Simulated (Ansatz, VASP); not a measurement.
Ge: VASP beside Ansatz

Contents of POSCAR:

```
Ge
1.0
    0.0000000000      2.8368735121      2.7673701111
    2.8368735121      0.0000000000      2.7673701111
    2.8368735121      2.8368735121      0.0000000000
Ge
2
Direct
    0.0000000000      0.0000000000      0.0000000000
    0.2500000000      0.2500000000      0.2500000000
```

File INCAR.step1:

```
SYSTEM = Ge
ALGO = Normal
EDIFF = 1E-4
ENCUT = 520
GGA = PE
ISMEAR = -1
LASPH = .TRUE.
LCHARG = .FALSE.
LREAL = .FALSE.
LWAVE = .TRUE.
NBANDS = 21
NELM = 100
PREC = Accurate
SIGMA = 0.02
```

INCAR.step2

```
SYSTEM = Ge
ALGO = Normal
EDIFF = 1E-6
ENCUT = 520
ISIF = 2
ISMEAR = -1
ISTART = 1
LASPH = .TRUE.
LCHARG = .FALSE.
LMIXTAU = .TRUE.
LREAL = .FALSE.
LWAVE = .FALSE.
METAGGA = R2SCAN
NBANDS = 21
NELM = 100
PREC = Accurate
SIGMA = 0.02
```

The input KPOINTS:

```
k-points
0
G
  8 8 8
  0 0 0
```

Input for Ansatz:

```yaml
crystal:
  lattice:
    - [0.0, 2.8368735121, 2.7673701111]
    - [2.8368735121, 0.0, 2.7673701111]
    - [2.8368735121, 2.8368735121, 0.0]
  atoms:
    - { symbol: Ge, position: [0.0, 0.0, 0.0] }
    - { symbol: Ge, position: [0.25, 0.25, 0.25] }
kpoints:
  mp_grid: { grid: [8, 8, 8] }
  band_path:
    path:
      - [0.0, 0.0, 0.0]
      - [0.5, 0.0, 0.5]
      - [0.625, 0.25, 0.625]
      - [0.375, 0.375, 0.75]
      - [0.5, 0.5, 0.5]
      - [0.5, 0.25, 0.75]
    npoints: 1
hamiltonian:
  xc: r2scan
scf:
  occupations: { method: fermi_dirac, width: 0.02 }
  n_extra_bands: 4
output:
  forces: true
  stress: true
  eigenvalues: true
```

Change from the starting cell: uniaxial_z strain -2.5%.

Alike in both runs: task single point; functional r2SCAN; k mesh 8 × 8 × 8; occupations fermi-dirac, width 0.02 eV; no spin polarisation.

```csv
,VASP,Ansatz
version,VASP 6.6.1,Ansatz 0.2.0
potentials or method,"VASP PAW PBE potentials, release 64 (Ge_d)","plane waves, PAW"
plane-wave cutoff (eV),520,500
valence electrons in the cell,28,28
```

Ansatz gave:

```
pressure (GPa)                                                : 1.9
traceless stress, the component that is largest in VASP (GPa) : 1.34
```

**Question.** Estimate VASP's values.

**Answer.** Pressure (GPa): 1.9; traceless stress, the component that is largest in VASP (GPa): 1.35.

VASP's potentials were made for PBE, not for r2SCAN.
